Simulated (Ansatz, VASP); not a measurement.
## Two plane-wave programs on Si

```
Si
1.0
     0.00000    5.43000    5.43000
     5.43000    0.00000    5.43000
     5.43000    5.43000    0.00000
Si
17
Cartesian
  -0.0018 -0.0306 0.0001
  1.3765 1.3386 1.3778
  2.7456 2.7177 0.0003
  4.0660 4.0800 1.3616
  2.7138 0.0016 2.7138
  4.0493 1.3383 4.0519
  5.4282 2.7176 2.6829
  6.8063 4.0975 4.0524
  -0.0013 2.7173 2.7474
  1.3590 4.0811 4.0675
  2.7134 5.4326 2.7153
  4.0642 6.7880 4.0668
  2.6785 2.7171 5.4297
  4.0509 4.0964 6.8063
  5.4288 5.4702 5.4298
  6.7911 6.7866 6.7948
  5.4275 2.7186 5.4293
```

Alike in both runs: functional LDA; k mesh 2 × 2 × 2; occupations fermi-dirac, width 0.02 eV; no spin polarisation.

Ansatz relaxed the structure, and its values are those at the end. VASP's run is a single point on that final structure, the one shown.

|  | VASP | Ansatz |
| --- | --- | --- |
| version | VASP 6.6.1 | Ansatz 0.2.0 |
| potentials or method | VASP PAW LDA potentials, release 64 (Si), cutoff 520 eV | scalar-relativistic, plane waves, PAW |
| valence electrons in the cell | 68 | 68 |

VASP gave:

| Quantity | Value |
| --- | --- |
| rms of the force components (eV/Å) | 0.009 |

**Question.** What did Ansatz give for the same quantities?

**Answer.** rms of the force components (eV/Å): 0.008.

Ansatz warns that its potentials were made for another functional, while VASP's fit it. LDA's correlation is that of Perdew and Zunger in VASP and of Perdew and Wang (1992) in Ansatz.

The k mesh is coarse, so the values compare programs but aren't converged.
